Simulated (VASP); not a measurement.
Input of a VASP 6.6.1 run:

File POSCAR:

```
CsH
1.0
    3.0604800000      3.0604800000      0.0000000000
   -3.0604800000      3.0604800000      0.0000000000
    0.0000000000      0.0000000000      6.4235929303
Cs H
2 2
Direct
    0.0000000000      0.0000000000      0.0000000000
    0.5000000000      0.5000000000      0.5000000000
    0.5000000000      0.5000000000      0.0000000000
    0.0000000000      0.0000000000      0.5000000000
```

INCAR.step1

```
SYSTEM = CsH
  PREC = Accurate
  ENCUT = 520
  ISMEAR = 0
  SIGMA = 0.02
  LREAL = .FALSE.
  LASPH = .TRUE.
  NELM = 60
  NBANDS = 18
  GGA = PE
  ALGO = Normal
  EDIFF = 1E-4
  LWAVE = .TRUE.
  LCHARG = .FALSE.
```

The input INCAR.step2:

```
SYSTEM = CsH
  PREC = Accurate
  ENCUT = 520
  EDIFF = 1E-7
  ISMEAR = 0
  SIGMA = 0.02
  LREAL = .FALSE.
  LASPH = .TRUE.
  NELM = 60
  ALGO = Normal
  ISIF = 2
  LWAVE = .FALSE.
  LCHARG = .FALSE.
  METAGGA = R2SCAN
  LMIXTAU = .TRUE.
  NBANDS = 18
  ISTART = 1
```

KPOINTS

```
regular mesh
0
G
  6 6 4
  0 0 0
```

Potentials or basis: VASP PAW PBE potentials, release 64 (Cs_sv, H).

Run with:

```console
$ cat potpaw_PBE.64/Cs_sv/POTCAR potpaw_PBE.64/H/POTCAR > POTCAR
$ cp INCAR.step1 INCAR
$ mpirun -np 1 vasp_std > vasp.out
$ cp INCAR.step2 INCAR
$ mpirun -np 1 vasp_std > vasp.out
```

(1) Predict the band gap on the k mesh.

(2) Predict the pressure.

Answers

(1) 2.55 eV.

(2) 1.0 GPa.

Caveat: the PAW data sets were made with another functional, which shifts forces and pressure a little; spin-orbit coupling is left out, which moves the levels of the heavy elements.
